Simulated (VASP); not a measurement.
Write the native input for VASP 6.6.1 that does the following.

```yaml
Task: single point
Functional: PBE
Potentials_or_basis: VASP PAW PBE potentials, release 64 (Si, C)
Cutoff: 520 eV
k_mesh: 12 × 12 × 12
Occupations: gaussian, width 0.05 eV
Spin: no spin polarisation
Dipole_correction: no
Further_INCAR_settings: ALGO = Normal; EDIFF = 1e-06; NBANDS = 11
```

The structure of SiC lies in POSCAR:

```
SiC
1.0
    0.0000000000      2.1898271435      2.1898271435
    2.1898271435      0.0000000000      2.1898271435
    2.1898271435      2.1898271435      0.0000000000
Si C
1 1
Direct
    0.0000000000      0.0000000000      0.0000000000
    0.7500000000      0.7500000000      0.7500000000
```

These files were run (other wordings do the same):

INCAR

```
SYSTEM = SiC
PREC     = Accurate       ! precision mode
ENCUT    = 520            ! plane-wave cutoff, eV
EDIFF    = 1E-6           ! SCF threshold, eV
ISMEAR   = 0              ! smearing method
SIGMA    = 0.05           ! smearing width, eV
LREAL    = .False.        ! projectors in reciprocal space
LASPH    = .True.         ! aspherical terms in the spheres
NELM     = 80             ! most SCF steps
ALGO     = Normal         ! electronic algorithm
ISIF     = 2              ! what is computed and relaxed
LWAVE    = .False.        ! write WAVECAR
LCHARG   = .False.        ! write CHGCAR
GGA      = PE             ! functional
NBANDS   = 11             ! bands
```

KPOINTS

```
regular mesh
0
Gamma
  12 12 12
  0 0 0
```

Potentials or basis: VASP PAW PBE potentials, release 64 (Si, C).

The run is started by

```sh
$ cat potpaw_PBE.64/Si/POTCAR potpaw_PBE.64/C/POTCAR > POTCAR
$ mpirun -np 1 vasp_std > vasp.out
```

It gave:

| Item | Value |
| --- | --- |
| Pressure | 0.0 GPa |
| Band gap on the k mesh | 1.37 eV, indirect (least direct gap 4.53 eV) |

It took 15 s on 1 thread of Intel Xeon 8259CL (shared host), peak memory 0.14 GiB.
